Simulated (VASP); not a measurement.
# HfO2 (fluorite type) (Fm-3m) in VASP: a series of runs

The runs below take HfO2 (fluorite type) through single point, with PBE.

All numbers are computed with VASP 6.6.1; they aren't measurements. Logs are shortened: lines on timing, memory, paths and dates and some standing lists are left out, and cuts for length are marked.

### 1 The cell of the first run

The structure is cubic, space group Fm-3m (No. 225). Conventional cell: a = 5.029 Å, b = 5.029 Å, c = 5.029 Å, α = 90.00°, β = 90.00°, γ = 90.00°. Hf (site symmetry m-3m) has 8 O at 2.18 Å within 2.9 Å. O (site symmetry -43m) has 4 Hf at 2.18 Å and 6 O at 2.51 Å within 2.9 Å.

### 2 Single point, PBE

INCAR reads:

```
PREC = Accurate
ENCUT = 520
EDIFF = 1E-6
ISMEAR = -1
SIGMA = 0.06122561905347299
LREAL = F
LASPH = T
NELM = 60
ALGO = Normal
ISIF = 2
LWAVE = F
LCHARG = T
GGA = PE
LELF = T
LVHAR = T
NBANDS = 18
```

KPOINTS reads:

```
regular mesh
0
Gamma
  37 37 37
```

POSCAR reads:

```
HfO2
1.0
    0.0000000000      2.5145021889      2.5145021889
    2.5145021889      0.0000000000      2.5145021889
    2.5145021889      2.5145021889      0.0000000000
Hf O
1 2
Direct
    0.0000000000      0.0000000000      0.0000000000
    0.2500000000      0.2500000000      0.2500000000
    0.7500000000      0.7500000000      0.7500000000
```

Potentials or basis: VASP PAW PBE potentials, release 64 (Hf_pv, O).

The run is started by

```
cat potpaw_PBE.64/Hf_pv/POTCAR potpaw_PBE.64/O/POTCAR > POTCAR
mpirun -np 1 vasp_std > vasp.out
```

OUTCAR:

```text
PREC = Accurate
   ENCUT = 520
   EDIFF = 1E-6
   ISMEAR = -1
   LREAL = F
   LASPH = T
   NELM = 60
   ISIF = 2
   GGA = PE

 ion  position               nearest neighbor table
   1  0.000  0.000  0.000-   3 2.18   3 2.18   3 2.18   2 2.18   3 2.18   2 2.18   2 2.18   2 2.18

   2  0.250  0.250  0.250-   1 2.18   1 2.18   1 2.18   1 2.18
   3  0.750  0.750  0.750-   1 2.18   1 2.18   1 2.18   1 2.18

  LATTYP: Found a face centered cubic cell.
 ALAT       =     5.0290043778

  Lattice vectors:

 A1 = (   0.0000000000,   2.5145021889,   2.5145021889)
 A2 = (   2.5145021889,   0.0000000000,   2.5145021889)
 A3 = (   2.5145021889,   2.5145021889,   0.0000000000)

Analysis of symmetry for initial positions (statically):
=====================================================================
 Subroutine PRICEL returns:
 Original cell was already a primitive cell.

 Routine SETGRP: Setting up the symmetry group for a
 face centered cubic supercell.

 Subroutine GETGRP returns: Found 48 space group operations
 (whereof 48 operations were pure point group operations)
 out of a pool of 48 trial point group operations.

The static configuration has the point symmetry O_h .

Analysis of symmetry for dynamics (positions and initial velocities):
=====================================================================
 Subroutine PRICEL returns:
 Original cell was already a primitive cell.

 Routine SETGRP: Setting up the symmetry group for a
 face centered cubic supercell.

 Subroutine GETGRP returns: Found 48 space group operations
 (whereof 48 operations were pure point group operations)
 out of a pool of 48 trial point group operations.

The dynamic configuration has the point symmetry O_h .

 Subroutine INISYM returns: Found 48 space group operations
 (whereof 48 operations are pure point group operations),
 and found     1 'primitive' translations

----------------------------------------------------------------------------------------

                                     Primitive cell

  volume of cell :      31.7970

  direct lattice vectors                    reciprocal lattice vectors
     0.000000000  2.514502189  2.514502189    -0.198846516  0.198846516  0.198846516
     2.514502189  0.000000000  2.514502189     0.198846516 -0.198846516  0.198846516
     2.514502189  2.514502189  0.000000000     0.198846516  0.198846516 -0.198846516

  length of vectors
     3.556043098  3.556043098  3.556043098     0.344412269  0.344412269  0.344412269

  position of ions in fractional coordinates (direct lattice)
     0.000000000  0.000000000  0.000000000
     0.250000000  0.250000000  0.250000000
     0.750000000  0.750000000  0.750000000

  ion indices of the primitive-cell ions
   primitive index   ion index
                 1           1
                 2           2
                 3           3

----------------------------------------------------------------------------------------

 KPOINTS: regular mesh

Automatic generation of k-mesh.
 Grid dimensions read from file:
 generate k-points for:   37   37   37

 Generating k-lattice:

  Cartesian coordinates                     Fractional coordinates (reciprocal lattice)
    -0.005374230  0.005374230  0.005374230     0.027027027  0.000000000  0.000000000
     0.005374230 -0.005374230  0.005374230     0.000000000  0.027027027  0.000000000
     0.005374230  0.005374230 -0.005374230     0.000000000  0.000000000  0.027027027

  Length of vectors
     0.009308440  0.009308440  0.009308440

  Shift w.r.t. Gamma in fractional coordinates (k-lattice)
     0.000000000  0.000000000  0.000000000

 Subroutine IBZKPT returns following result:
 ===========================================

 Found   1330 irreducible k-points:

 Following reciprocal coordinates:
            Coordinates               Weight
  0.000000  0.000000  0.000000      1.000000
  0.027027  0.000000  0.000000      8.000000
  0.054054  0.000000  0.000000      8.000000
  0.081081  0.000000  0.000000      8.000000
  0.108108  0.000000  0.000000      8.000000
  0.135135  0.000000  0.000000      8.000000
[... 16 lines left out ...]
  0.108108  0.027027  0.000000     24.000000
  0.135135  0.027027  0.000000     24.000000
 [... further k-points ...]
   k-points           NKPTS =   1330   k-points in BZ     NKDIM =   1330   number of bands    NBANDS=     18
   number of dos      NEDOS =    301   number of ions     NIONS =      3
   total plane-waves  NPLWV =  21952
   dimension x,y,z NGX =    28 NGY =   28 NGZ =   28
   dimension x,y,z NGXF=    56 NGYF=   56 NGZF=   56
   ions per type =               1   2
   NGX,Y,Z   is equivalent  to a cutoff of  13.09, 13.09, 13.09 a.u.
   NGXF,Y,Z  is equivalent  to a cutoff of  26.18, 26.18, 26.18 a.u.
 SYSTEM =  unknown system
   PREC   = accura    normal or accurate (medium, high low for compatibility)
   ISTART =      0    job   : 0-new  1-cont  2-samecut
   ICHARG =      2    charge: 1-file 2-atom 10-const
   ISPIN  =      1    spin polarized calculation?
   LNONCOLLINEAR =      F non collinear calculations
   LSORBIT =      F    spin-orbit coupling
   LASPH  =      T    aspherical Exc in radial PAW
   ENCUT  =  520.0 eV  38.22 Ry    6.18 a.u.   6.61  6.61  6.61*2*pi/ulx,y,z
   NELM   =     60;   NELMIN=  2; NELMDL= -5     # of ELM steps
   EDIFF  = 0.1E-05   stopping-criterion for ELM
   LREAL  =      F    real-space projection
   EDIFFG = 0.1E-04   stopping-criterion for IOM
   NSW    =      0    number of steps for IOM
   IBRION =     -1    ionic relax: 0-MD 1-quasi-New 2-CG
   NFREE  =      0    steps in history (QN), initial steepest desc. (CG)
   ISIF   =      2    stress and relaxation
   ISYM   =      2    0-nonsym 1-usesym 2-fastsym
   POTIM  = 0.5000    time-step for ionic-motion
   TEBEG  =    0.0;   TEEND  =   0.0 temperature during run
   PSTRESS=    0.0 pullay stress
   NELECT =      22.0000    total number of electrons
   NUPDOWN=      -1.0000    fix difference up-down
   EMIN   =  10.00;   EMAX   =-10.00  energy-range for DOS
   EFERMI =   0.00;   METHOD = LEGACY
   ISMEAR =    -1;   SIGMA  =   0.06  broadening in eV -4-tet -1-fermi 0-gaus
   EFERMI_NEDOS =   21; number of points for ismear=-14 and -15
   IALGO  =     38    algorithm
   IMIX   =      4    mixing-type and parameters
     AMIX     =   0.40;   BMIX     =  1.00
     AMIX_MAG =   1.60;   BMIX_MAG =  1.00
  volume/ion in A,a.u.               =      10.60        71.53
  Fermi-wavevector in a.u.,A,eV,Ry     =   1.447950  2.736230 28.525438  2.096561
  Thomas-Fermi vector in A             =   2.565847
   LORBIT       =      0    0 simple, 1 ext, 2 COOP (PROOUT), +10 PAW based schemes
   GGA     = PE    functional components
   LHFCALC =     F    Hartree Fock is set to
   AEXX    =    0.0000 exact exchange contribution
   IVDW    =     0    specifies the selected vdW correction
   LEPSILON=     F    determine dielectric tensor
   LRPA    =     F    only Hartree local field effects (RPA)
 non-spin polarized calculation
  energy-cutoff  :      520.00
  volume of cell :       31.80
 maximum number of plane-waves:       883
   NGX = 13   NGY = 13   NGZ = 13

 number of electron      21.9999995 magnetization

 Free energy of the ion-electron system (eV)
  ---------------------------------------------------
  ext. energy  EPLUGINS =         0.00000000
  ---------------------------------------------------
  free energy    TOTEN  =       -30.22960024 eV

  energy without entropy =      -30.22960024  energy(sigma->0) =      -30.22960024

 E-fermi :   5.7268     XC(G=0): -11.9696

 val. band max:        4.4868278057   @ k =  -0.4865   0.4865   0.0000
 cond. band min:       8.3609624423   @ k =   0.4865   0.4865   0.0000
 fundamental gap:      3.8741346366
 Fermi energy:         5.7268169582

 k-point     1 :       0.0000    0.0000    0.0000
  band No.  band energies     occupation
      1     -25.0852      2.00000
      2     -25.0852      2.00000
      3     -25.0852      2.00000
      4     -14.3960      2.00000
      5     -11.2399      2.00000
      6      -1.0042      2.00000
[... 10 lines left out ...]
     17      15.2232      0.00000
     18      18.1454      0.00000

 k-point     2 :       0.0270    0.0000    0.0000
  band No.  band energies     occupation
      1     -25.0890      2.00000
      2     -25.0856      2.00000
      3     -25.0856      2.00000
      4     -14.3852      2.00000
      5     -11.2491      2.00000
      6      -0.9966      2.00000
[... 10 lines left out ...]
     17      15.2082      0.00000
     18      18.1280      0.00000

 k-point     3 :       0.0541    0.0000    0.0000
  band No.  band energies     occupation
      1     -25.1003      2.00000
      2     -25.0868      2.00000
      3     -25.0868      2.00000
      4     -14.3529      2.00000
      5     -11.2764      2.00000
      6      -0.9741      2.00000
[... 10 lines left out ...]
     17      15.1644      0.00000
     18      18.1224      0.00000

 k-point     4 :       0.0811    0.0000    0.0000
  band No.  band energies     occupation
      1     -25.1185      2.00000
      2     -25.0888      2.00000
      3     -25.0888      2.00000
      4     -14.3001      2.00000
      5     -11.3201      2.00000
      6      -0.9372      2.00000
[... 375 lines left out ...]
      4     -14.3103      2.00000
      5     -11.3117      2.00000
      6      -0.9496      2.00000
[... 10 lines left out ...]
     17      15.1422      0.00000
     18      18.1189      0.00000

 k-point    23 :       0.1081    0.0270    0.0000
  band No.  band energies     occupation
      1     -25.1361      2.00000
      2     -25.0925      2.00000
      3     -25.0904      2.00000
      4     -14.2448      2.00000
      5     -11.3648      2.00000
      6      -0.9056      2.00000
[... 10 lines left out ...]
     17      15.0735      0.00000
     18      18.1129      0.00000

 k-point    24 :       0.1351    0.0270    0.0000
  band No.  band energies     occupation
      1     -25.1644      2.00000
      2     -25.0960      2.00000
      3     -25.0932      2.00000
      4     -14.1618      2.00000
      5     -11.4300      2.00000
      6      -0.8491      2.00000
[... 10 lines left out ...]
     17      14.9854      0.00000
     18      18.1000      0.00000

 [... further k-points ...]

------------------------ aborting loop because EDIFF is reached ----------------------------------------

  FORCE on cell =-STRESS in cart. coord.  units (eV):
  Direction    XX          YY          ZZ          XY          YZ          ZX
  --------------------------------------------------------------------------------------
  -------------------------------------------------------------------------------------
  Total        1.3650779      1.3650779      1.3650779      0.0000000      0.0000000     -0.0000000
  in kB       68.7831361     68.7831361     68.7831361      0.0000000      0.0000000     -0.0000000
  external PRESSURE =      68.7831361 kB  Pullay stress =       0.0000000 kB

 VOLUME and BASIS-vectors are now :
 -----------------------------------------------------------------------------
  energy-cutoff  :      520.00
  volume of cell :       31.80
      direct lattice vectors                 reciprocal lattice vectors
     0.000000000  2.514502189  2.514502189    -0.198846516  0.198846516  0.198846516
     2.514502189  0.000000000  2.514502189     0.198846516 -0.198846516  0.198846516
     2.514502189  2.514502189  0.000000000     0.198846516  0.198846516 -0.198846516

 POSITION                                       TOTAL-FORCE (eV/Angst)
 -----------------------------------------------------------------------------------
      0.00000      0.00000      0.00000        -0.000000      0.000000      0.000000
      1.25725      1.25725      1.25725        -0.000000     -0.000000     -0.000000
      3.77175      3.77175      3.77175         0.000000      0.000000      0.000000
 -----------------------------------------------------------------------------------
    total drift:                                0.000000      0.000000      0.000000

  FREE ENERGIE OF THE ION-ELECTRON SYSTEM (eV)
  ---------------------------------------------------
  free  energy   TOTEN  =       -30.2296002415 eV

  energy  without entropy=      -30.2296002415  energy(sigma->0) =      -30.22960024
```

It took 7 min on 1 thread of AMD EPYC 9R45 (Zen 5), shared host; peak memory 0.73 GiB.

What came out:

| Property | Result |
| --- | --- |
| Free energy | -30.2296 eV |
| Pressure | 6.9 GPa |
| Band gap on the k mesh | 3.87 eV (least direct gap 3.88 eV) |

Caveat: the cell stands under pressure; spin-orbit coupling is left out, which moves the levels of the heavy elements; an odd mesh through Γ misses points on the zone boundary, where band edges can lie.

### 3 Single point, PBE

This run uses another cell than the first one, of 11.26 Å³/atom.

INCAR reads:

```
SYSTEM = HfO2
PREC     = Accurate       ! precision mode
ENCUT    = 520            ! plane-wave cutoff, eV
EDIFF    = 1E-6           ! SCF threshold, eV
ISMEAR   = -1             ! smearing method
SIGMA    = 0.06122561905347299 ! smearing width, eV
LREAL    = .FALSE.        ! projectors in reciprocal space
LASPH    = .TRUE.         ! aspherical terms in the spheres
NELM     = 100            ! most SCF steps
ALGO     = Normal         ! electronic algorithm
ISIF     = 2              ! what is computed and relaxed
LWAVE    = .FALSE.        ! write WAVECAR
LCHARG   = .FALSE.        ! write CHGCAR
GGA      = PE             ! functional
NBANDS   = 18             ! bands
```

KPOINTS reads:

```
regular mesh
0
G
  37 37 37
  0 0 0
```

POSCAR reads:

```
HfO2
1.0
    0.0000000000      2.5658326721      2.5658326721
    2.5658326721      0.0000000000      2.5658326721
    2.5658326721      2.5658326721      0.0000000000
Hf O
1 2
Direct
    0.0000000000      0.0000000000      0.0000000000
    0.2500000000      0.2500000000      0.2500000000
    0.7500000000      0.7500000000      0.7500000000
```

Potentials or basis: VASP PAW PBE potentials, release 64 (Hf_pv, O).

The run is started by

```
cat potpaw_PBE.64/Hf_pv/POTCAR potpaw_PBE.64/O/POTCAR > POTCAR
mpirun -np 1 vasp_std > vasp.out
```

It took 5.1 min on 1 thread of Intel Xeon 6975P-C (Granite Rapids), shared host; peak memory 0.79 GiB.

Results (log left out):

```
Free energy            : -30.2195 eV
Pressure               : -8.2 GPa
Band gap on the k mesh : 3.71 eV (least direct gap 3.72 eV)
```

Levels at points of the mesh, in eV from the valence-band top:
```csv
k point,band 8,band 9,band 10,band 11,band 12,band 13,band 14,band 15
"(0.00, 0.00, 0.00)",-5.12,-0.59,-0.59,-0.59,3.79,3.79,5.55,9.97
```

Caveat: the cell stands under tension; spin-orbit coupling is left out, which moves the levels of the heavy elements; an odd mesh through Γ misses points on the zone boundary, where band edges can lie.
